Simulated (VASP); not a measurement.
Write the native input for VASP 6.6.1 that does the following.

* Task: relaxation of cell and atoms
* Functional: PBEsol
* Potentials or basis: VASP PAW PBE potentials, release 64 (Zn)
* Cutoff: 600 eV
* k mesh: 12 × 12 × 12
* Occupations: fermi-dirac, width 0.05 eV
* Spin: no spin polarisation
* Target pressure: 5 GPa
* Dipole correction: no
* Further INCAR settings: ALGO = Fast; EDIFF = 1e-06; IBRION = 2; EDIFFG = -0.01; NSW = 60; ISIF = 3

The structure of Zn lies in POSCAR:

```
Zn
1.0
    0.0000000000      1.9647760000      1.9647760000
    1.9647760000      0.0000000000      1.9647760000
    1.9647760000      1.9647760000      0.0000000000
Zn
1
Direct
    0.0000000000      0.0000000000      0.0000000000
```

One way to write it, as run:

INCAR

```
ALGO     = Fast           # electronic algorithm
EDIFF    = 1E-6           # SCF threshold, eV
EDIFFG   = -0.01          # ionic threshold
ENCUT    = 600            # plane-wave cutoff, eV
GGA      = PS             # functional
IBRION   = 2              # ionic algorithm
ISIF     = 3              # what is computed and relaxed
ISMEAR   = -1             # smearing method
LASPH    = T              # aspherical terms in the spheres
LCHARG   = F              # write CHGCAR
LREAL    = F              # projectors in reciprocal space
LWAVE    = F              # write WAVECAR
NELM     = 100            # most SCF steps
NSW      = 60             # ionic steps
PREC     = Accurate       # precision mode
PSTRESS  = 50.0         
SIGMA    = 0.05           # smearing width, eV
```

KPOINTS

```
k-points
0
Gamma
  12 12 12
```

Potentials or basis: VASP PAW PBE potentials, release 64 (Zn).

Command:

```console
$ cat potpaw_PBE.64/Zn/POTCAR > POTCAR
$ mpirun -np 1 vasp_std > vasp.out
```

It gave:

```
Relaxed volume                                         : 13.50 Å³/atom
Relaxed cell                                           : a = 2.673 Å, b = 2.673 Å, c = 2.673 Å, α = 60.00°, β = 60.00°, γ = 60.00°
Space group after relaxing (to 0.05 Å)                 : Fm-3m (No. 225)
Energy change on relaxing (the enthalpy is what falls) : -7.3 meV/atom
Ionic steps                                            : 4
Pressure after relaxing                                : 4.9 GPa
Band gap on the k mesh                                 : zero (band 6 reaches 6.10 eV, above the bottom of band 7 at 2.61 eV)
```

Caveat: the cell is relaxed towards a set pressure, so the enthalpy falls and the energy may rise; the PAW data sets were made with another functional, which shifts forces and pressure a little.

Run time: 50 s on 1 thread of AMD EPYC 7R43 64-Core Processor (Zen 3), on a shared host, peak memory 0.11 GiB.
